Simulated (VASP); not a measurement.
Wanted: the native input for a VASP 6.6.1 run.

* Task: single point
* Functional: PBE
* Potentials or basis: VASP PAW PBE potentials, release 64 (In_d, P)
* Cutoff: 520 eV
* k mesh: 14 × 14 × 14
* Occupations: gaussian, width 0.15 eV
* Spin: no spin polarisation
* Dipole correction: no
* Further INCAR settings: ALGO = Normal; EDIFF = 1e-06; NBANDS = 16

The structure of InP lies in POSCAR:

```
InP
1.0
    0.0000000000      2.7701982124      2.7701982124
    2.8995664689      0.0000000000      2.7701982124
    2.8995664689      2.7701982124      0.0000000000
In P
1 1
Direct
   -0.0136966031      0.0136966031      0.0136966031
    0.5507725402      0.4492274598      0.4492274598
```

This cell differs from its parent crystal: mode 4 frozen in at -0.281 Å, normal strain along x +0.0467.

These files were run (other wordings do the same):

INCAR

```
ALGO = Normal
EDIFF = 1E-6
ENCUT = 520
GGA = PE
ISIF = 2
ISMEAR = 0
LASPH = T
LCHARG = F
LREAL = F
LWAVE = F
NBANDS = 16
NELM = 100
PREC = Accurate
SIGMA = 0.15
```

KPOINTS

```
k-points
0
Gamma
  14 14 14
```

Potentials or basis: VASP PAW PBE potentials, release 64 (In_d, P).

The run is started by

```console
$ cat potpaw_PBE.64/In_d/POTCAR potpaw_PBE.64/P/POTCAR > POTCAR
$ mpirun -np 1 vasp_std > vasp.out
```

It gave:

The pressure is -0.4 GPa. The largest force is 0.557 eV/Å. The band gap on the k mesh is zero (band 9 reaches 6.82 eV, above the bottom of band 10 at 4.77 eV).

Caveat: the cell differs from its parent crystal (mode 4 frozen in at -0.281 Å, normal strain along x +0.0467); spin-orbit coupling is left out, which moves the levels of the heavy elements.

Wall time 69 s on 1 thread of Intel(R) Xeon(R) 6975P-C (Granite Rapids), on a shared host, peak memory 0.29 GiB.
